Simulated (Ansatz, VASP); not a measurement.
Ge6MoW2 in VASP and in Ansatz

```
Ge Mo W
1.0
     4.72432    0.00000    0.00000
     2.36216    4.14418    0.00000
     2.36216    0.00000    7.08785
Ge Mo W
6 1 2
Direct
  0.99578 0.67548 0.33296
  0.66221 0.67558 0.00000
  0.32874 0.67548 0.66704
  0.67126 0.32452 0.33296
  0.33779 0.32442 0.00000
  0.00422 0.32452 0.66704
  0.00000 0.00000 0.00000
  0.33365 0.00000 0.33270
  0.66635 0.00000 0.66730
```

Alike in both runs: task single point; functional PBE; k mesh 6 × 6 × 6; occupations gaussian, width 0.2 eV; no spin polarisation.

|  | VASP | Ansatz |
| --- | --- | --- |
| version | VASP 6.6.1 | Ansatz 0.2.0 |
| potentials or method | VASP PAW PBE potentials, release 64 (Ge_d, Mo_sv, W_sv), cutoff 520 eV | scalar-relativistic, plane waves, PAW |
| valence electrons in the cell | 126 | 126 |

VASP gave:

* gap on the k mesh at the Fermi level (eV): none
* pressure (GPa): 0.4
* rms of the force components (eV/Å): 0.002

Problem. Which values does Ansatz return?

Solution. gap on the k mesh at the Fermi level (eV): none; pressure (GPa): 0.1; rms of the force components (eV/Å): 0.004.

Atom by atom the forces differ by 0.003 eV/Å (rms over components). A gap of «none» marks a metal or a gap that the smearing closes.

Spin-orbit coupling is off throughout.
